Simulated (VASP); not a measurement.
# Ga2O3 (C2/c) in VASP: single point with PBE

Aim: the single point of Ga2O3 with PBE.

All numbers are computed with VASP 6.6.1; they aren't measurements. Logs are shortened: lines on timing, memory, paths and dates and some standing lists are left out, and cuts for length are marked.

### 1 The cell of the first run

The structure is monoclinic, space group C2/c (No. 15). Conventional cell: a = 8.763 Å, b = 5.057 Å, c = 5.270 Å, α = 90.00°, β = 120.60°, γ = 90.00°. Within 2.5 Å of Ga (site symmetry 1) lie 6 O at 1.92 to 2.15 Å. Within 2.5 Å of O (site symmetry 2) lie 4 Ga at 1.92 to 2.11 Å. Within 3.1 Å of O (site symmetry 1) lie 4 Ga at 1.95 to 2.15 Å and 12 O at 2.66 to 3.06 Å.

### 2 Single point, PBE (strain +0.0525 x Voigt [0, 0, 0, 1, 0, 0])

File INCAR:

```
SYSTEM = Ga2O3
PREC = Accurate ; ENCUT = 910
EDIFF = 1E-6 ; ISMEAR = 0
SIGMA = 0.05 ; LREAL = .FALSE.
LASPH = .TRUE. ; NELM = 120
ALGO = Normal ; ISIF = 2
LWAVE = .FALSE. ; LCHARG = .FALSE.
GGA = PE ; NBANDS = 55
GGA_COMPAT = .FALSE.
```

File KPOINTS:

```
Automatic mesh
0
G
  6 6 6
  0 0 0
```

File POSCAR:

```
Ga2O3
1.0
    2.5287245564      1.5791619777      4.5793591575
   -2.5287245564      1.5791619777      4.5793591575
    0.0000000000     -2.8007174323      4.4643873230
Ga O
4 6
Direct
    0.3558687539      0.3558687539      0.3558687539
    0.1441312461      0.1441312461      0.1441312461
    0.6441312461      0.6441312461      0.6441312461
    0.8558687539      0.8558687539      0.8558687539
    0.5531733332      0.9468266668      0.2500000000
    0.2500000000      0.5531733332      0.9468266668
    0.9468266668      0.2500000000      0.5531733332
    0.4468266668      0.0531733332      0.7500000000
    0.7500000000      0.4468266668      0.0531733332
    0.0531733332      0.7500000000      0.4468266668
```

Potentials or basis: VASP PAW PBE potentials, release 64 (Ga_d, O_h).

Launch:

```bash
$ cat potpaw_PBE.64/Ga_d/POTCAR potpaw_PBE.64/O_h/POTCAR > POTCAR
$ mpirun -np 1 vasp_std > vasp.out
```

OUTCAR:

```text
SYSTEM = Ga2O3
   PREC = Accurate
   ENCUT = 910
   EDIFF = 1E-6
   ISMEAR = 0
   LREAL = .FALSE.
   LASPH = .TRUE.
   NELM = 120
   ISIF = 2
   GGA = PE

 ion  position               nearest neighbor table
   1  0.356  0.356  0.356-   8 1.92  10 1.95   9 1.99   6 2.06   5 2.11   7 2.15   2 2.89
   2  0.144  0.144  0.144-   8 1.92   9 1.95  10 1.99   7 2.06   5 2.11   6 2.15   1 2.89
   3  0.644  0.644  0.644-   5 1.92   7 1.95   6 1.99   9 2.06   8 2.11  10 2.15   4 2.89
   4  0.856  0.856  0.856-   5 1.92   6 1.95   7 1.99  10 2.06   8 2.11   9 2.15   3 2.89
   5  0.553  0.947  0.250-   3 1.92   4 1.92   1 2.11   2 2.11
   6  0.250  0.553  0.947-   4 1.95   3 1.99   1 2.06   2 2.15
   7  0.947  0.250  0.553-   3 1.95   4 1.99   2 2.06   1 2.15
   8  0.447  0.053  0.750-   1 1.92   2 1.92   3 2.11   4 2.11
   9  0.750  0.447  0.053-   2 1.95   1 1.99   3 2.06   4 2.15
  10  0.053  0.750  0.447-   1 1.95   2 1.99   4 2.06   3 2.15

  LATTYP: Found a base centered monoclinic cell.
 ALAT       =     8.7627763109
 B/A-ratio  =     0.5771514567
 C/A-ratio  =     0.6014278407
 COS(beta)  =    -0.5090157049

  Lattice vectors:

 A1 = (   2.5287245564,   4.3798794100,   0.1149718345)
 A2 = (  -2.5287245564,   4.3798794100,   0.1149718345)
 A3 = (   0.0000000000,  -2.8007174323,   4.4643873230)

Analysis of symmetry for initial positions (statically):
=====================================================================
 Subroutine PRICEL returns:
 Original cell was already a primitive cell.

 Routine SETGRP: Setting up the symmetry group for a
 base centered monoclinic supercell.

 Subroutine GETGRP returns: Found  4 space group operations
 (whereof  2 operations were pure point group operations)
 out of a pool of  4 trial point group operations.

The static configuration has the point symmetry S_2 .
 The point group associated with its full space group is C_2h.

Analysis of symmetry for dynamics (positions and initial velocities):
=====================================================================
 Subroutine PRICEL returns:
 Original cell was already a primitive cell.

 Routine SETGRP: Setting up the symmetry group for a
 base centered monoclinic supercell.

 Subroutine GETGRP returns: Found  4 space group operations
 (whereof  2 operations were pure point group operations)
 out of a pool of  4 trial point group operations.

The dynamic configuration has the point symmetry S_2 .
 The point group associated with its full space group is C_2h.

 Subroutine INISYM returns: Found  4 space group operations
 (whereof  2 operations are pure point group operations),
 and found     1 'primitive' translations

----------------------------------------------------------------------------------------

                                     Primitive cell

  volume of cell :     100.5192

  direct lattice vectors                    reciprocal lattice vectors
     2.528724556  1.579161978  4.579359157     0.197728139  0.112308909  0.070456592
    -2.528724556  1.579161978  4.579359157    -0.197728139  0.112308909  0.070456592
     0.000000000 -2.800717432  4.464387323     0.000000000 -0.230402423  0.079452765

  length of vectors
     5.464314296  5.464314296  5.270177635     0.238062679  0.238062679  0.243717087

  position of ions in fractional coordinates (direct lattice)
     0.355868754  0.355868754  0.355868754
     0.144131246  0.144131246  0.144131246
     0.644131246  0.644131246  0.644131246
     0.855868754  0.855868754  0.855868754
     0.553173333  0.946826667  0.250000000
     0.250000000  0.553173333  0.946826667
     0.946826667  0.250000000  0.553173333
     0.446826667  0.053173333  0.750000000
     0.750000000  0.446826667  0.053173333
     0.053173333  0.750000000  0.446826667

  ion indices of the primitive-cell ions
   primitive index   ion index
                 1           1
                 2           2
                 3           3
                 4           4
                 5           5
                 6           6
                 7           7
                 8           8
                 9           9
                10          10

----------------------------------------------------------------------------------------

 KPOINTS: Automatic mesh

Automatic generation of k-mesh.
 Grid dimensions read from file:
 generate k-points for:    6    6    6

 Generating k-lattice:

  Cartesian coordinates                     Fractional coordinates (reciprocal lattice)
     0.032954690  0.018718151  0.011742765     0.166666667  0.000000000  0.000000000
    -0.032954690  0.018718151  0.011742765     0.000000000  0.166666667  0.000000000
     0.000000000 -0.038400404  0.013242127     0.000000000  0.000000000  0.166666667

  Length of vectors
     0.039677113  0.039677113  0.040619515

  Shift w.r.t. Gamma in fractional coordinates (k-lattice)
     0.000000000  0.000000000  0.000000000

 Subroutine IBZKPT returns following result:
 ===========================================

 Found     68 irreducible k-points:

 Following reciprocal coordinates:
            Coordinates               Weight
  0.000000  0.000000  0.000000      1.000000
  0.166667 -0.000000 -0.000000      4.000000
  0.333333 -0.000000 -0.000000      4.000000
  0.500000  0.000000  0.000000      2.000000
  0.166667  0.166667 -0.000000      2.000000
  0.333333  0.166667  0.000000      4.000000
[... 16 lines left out ...]
 -0.333333  0.166667  0.166667      4.000000
 -0.166667  0.166667  0.166667      4.000000
 [... further k-points ...]
   k-points           NKPTS =     68   k-points in BZ     NKDIM =     68   number of bands    NBANDS=     55
   number of dos      NEDOS =    301   number of ions     NIONS =     10
   total plane-waves  NPLWV = 157464
   dimension x,y,z NGX =    54 NGY =   54 NGZ =   54
   dimension x,y,z NGXF=   108 NGYF=  108 NGZF=  108
   ions per type =               4   6
   NGX,Y,Z   is equivalent  to a cutoff of  16.43, 16.43, 17.03 a.u.
   NGXF,Y,Z  is equivalent  to a cutoff of  32.86, 32.86, 34.07 a.u.
 SYSTEM =  Ga2O3
   PREC   = accura    normal or accurate (medium, high low for compatibility)
   ISTART =      0    job   : 0-new  1-cont  2-samecut
   ICHARG =      2    charge: 1-file 2-atom 10-const
   ISPIN  =      1    spin polarized calculation?
   LNONCOLLINEAR =      F non collinear calculations
   LSORBIT =      F    spin-orbit coupling
   LASPH  =      T    aspherical Exc in radial PAW
   ENCUT  =  910.0 eV  66.88 Ry    8.18 a.u.  13.44 13.44 12.96*2*pi/ulx,y,z
   NELM   =    120;   NELMIN=  2; NELMDL= -5     # of ELM steps
   EDIFF  = 0.1E-05   stopping-criterion for ELM
   LREAL  =      F    real-space projection
   EDIFFG = 0.1E-04   stopping-criterion for IOM
   NSW    =      0    number of steps for IOM
   IBRION =     -1    ionic relax: 0-MD 1-quasi-New 2-CG
   NFREE  =      0    steps in history (QN), initial steepest desc. (CG)
   ISIF   =      2    stress and relaxation
   ISYM   =      2    0-nonsym 1-usesym 2-fastsym
   POTIM  = 0.5000    time-step for ionic-motion
   TEBEG  =    0.0;   TEEND  =   0.0 temperature during run
   PSTRESS=    0.0 pullay stress
   NELECT =      88.0000    total number of electrons
   NUPDOWN=      -1.0000    fix difference up-down
   EMIN   =  10.00;   EMAX   =-10.00  energy-range for DOS
   EFERMI =   0.00;   METHOD = LEGACY
   ISMEAR =     0;   SIGMA  =   0.05  broadening in eV -4-tet -1-fermi 0-gaus
   EFERMI_NEDOS =   21; number of points for ismear=-14 and -15
   IALGO  =     38    algorithm
   IMIX   =      4    mixing-type and parameters
     AMIX     =   0.40;   BMIX     =  1.00
     AMIX_MAG =   1.60;   BMIX_MAG =  1.00
  volume/ion in A,a.u.               =      10.05        67.83
  Fermi-wavevector in a.u.,A,eV,Ry     =   1.566099  2.959499 33.370565  2.452667
  Thomas-Fermi vector in A             =   2.668478
   LORBIT       =      0    0 simple, 1 ext, 2 COOP (PROOUT), +10 PAW based schemes
   GGA     = PE    functional components
   LHFCALC =     F    Hartree Fock is set to
   AEXX    =    0.0000 exact exchange contribution
   IVDW    =     0    specifies the selected vdW correction
   LEPSILON=     F    determine dielectric tensor
   LRPA    =     F    only Hartree local field effects (RPA)
 non-spin polarized calculation
 Gauss-broadening in eV      SIGMA  =   0.05
  energy-cutoff  :      910.00
  volume of cell :      100.52
 maximum number of plane-waves:      6297
 NGX is ok and might be reduce to    54
   NGX = 27   NGY = 27   NGZ = 25

 number of electron      87.9999999 magnetization

 Free energy of the ion-electron system (eV)
  ---------------------------------------------------
  ext. energy  EPLUGINS =         0.00000000
  ---------------------------------------------------
  free energy    TOTEN  =       -59.36715984 eV

  energy without entropy =      -59.36715984  energy(sigma->0) =      -59.36715984

 E-fermi :   4.8166     XC(G=0): -11.9707

 val. band max:        4.6082892609   @ k =  -0.1667   0.1667   0.0000
 cond. band min:       6.9755735751   @ k =   0.0000   0.0000   0.0000
 fundamental gap:      2.3672843142
 Fermi energy:         4.8166049830

 k-point     1 :       0.0000    0.0000    0.0000
  band No.  band energies     occupation
      1     -14.1398      2.00000
      2     -12.4208      2.00000
      3     -12.3403      2.00000
      4     -12.1845      2.00000
      5     -12.1569      2.00000
      6     -12.0853      2.00000
[... 47 lines left out ...]
     54      15.7469      0.00000
     55      16.5604      0.00000

 k-point     2 :       0.1667   -0.0000   -0.0000
  band No.  band energies     occupation
      1     -14.0261      2.00000
      2     -12.4504      2.00000
      3     -12.4200      2.00000
      4     -12.2259      2.00000
      5     -12.1518      2.00000
      6     -12.0975      2.00000
[... 47 lines left out ...]
     54      16.1433      0.00000
     55      16.3794      0.00000
[... 1216 lines left out ...]
     54      15.8623      0.00000
     55      16.5807      0.00000

 k-point    24 :      -0.1667    0.1667    0.1667
  band No.  band energies     occupation
      1     -13.7228      2.00000
      2     -12.6787      2.00000
      3     -12.4781      2.00000
      4     -12.2628      2.00000
      5     -12.2060      2.00000
      6     -12.1079      2.00000
[... 47 lines left out ...]
     54      15.8148      0.00000
     55      16.7583      0.00000

 [... further k-points ...]

------------------------ aborting loop because EDIFF is reached ----------------------------------------

  FORCE on cell =-STRESS in cart. coord.  units (eV):
  Direction    XX          YY          ZZ          XY          YZ          ZX
  --------------------------------------------------------------------------------------
  -------------------------------------------------------------------------------------
  Total        0.4816648      0.9246204      0.7040790      0.0000000     -2.8942176      0.0000000
  in kB        7.6772615     14.7375350     11.2223240      0.0000000    -46.1309685      0.0000000
  external PRESSURE =      11.2123735 kB  Pullay stress =       0.0000000 kB

 VOLUME and BASIS-vectors are now :
 -----------------------------------------------------------------------------
  energy-cutoff  :      910.00
  volume of cell :      100.52
      direct lattice vectors                 reciprocal lattice vectors
     2.528724556  1.579161978  4.579359157     0.197728139  0.112308909  0.070456592
    -2.528724556  1.579161978  4.579359157    -0.197728139  0.112308909  0.070456592
     0.000000000 -2.800717432  4.464387323     0.000000000 -0.230402423  0.079452765

 POSITION                                       TOTAL-FORCE (eV/Angst)
 -----------------------------------------------------------------------------------
      0.00000      0.12726      4.84804        -0.113226      0.315139      0.020582
      0.00000      0.05154      1.96352        -0.113226     -0.315139     -0.020582
      0.00000      0.23035      8.77507         0.113226     -0.315139     -0.020582
      0.00000      0.30606     11.65959         0.113226      0.315139      0.020582
     -0.99544      1.66856      7.98514        -0.105770      0.000000      0.000000
     -0.76664     -1.38345      7.90502         0.121307      0.134690      0.115788
      1.76208      0.34070      7.95028         0.121307     -0.134690     -0.115788
      0.99544     -1.31096      5.63797         0.105770     -0.000000     -0.000000
      0.76664      1.74106      5.71809        -0.121307     -0.134690     -0.115788
     -1.76208      0.01691      5.67283        -0.121307      0.134690      0.115788
 -----------------------------------------------------------------------------------
    total drift:                               -0.000000      0.000000     -0.000000

  FREE ENERGIE OF THE ION-ELECTRON SYSTEM (eV)
  ---------------------------------------------------
  free  energy   TOTEN  =       -59.3671598446 eV

  energy  without entropy=      -59.3671598446  energy(sigma->0) =      -59.36715984
```

Run time: 10 min. Hardware: 1 thread of Intel Xeon 6975P-C (Granite Rapids), shared host; peak memory 0.8 GiB.

Results:

* Free energy: -59.3672 eV
* Pressure: 1.1 GPa
* Largest force: 0.335 eV/Å
* Band gap on the k mesh: 2.37 eV (least direct gap 2.62 eV)

Forces in eV/Å, atoms in the order of the input:
```
Ga  -0.113  0.315  0.021
Ga  -0.113 -0.315 -0.021
Ga   0.113 -0.315 -0.021
Ga   0.113  0.315  0.021
O   -0.106  0.000  0.000
O    0.121  0.135  0.116
O    0.121 -0.135 -0.116
O    0.106  0.000  0.000
O   -0.121 -0.135 -0.116
O   -0.121  0.135  0.116
```

Caveat: the cell differs from its parent crystal (strain +0.0525 x Voigt [0, 0, 0, 1, 0, 0]); the cutoff is under 1.25 times the usual one of these potentials, so pressure, stress and relaxed cells hold a basis-set (Pulay) error.
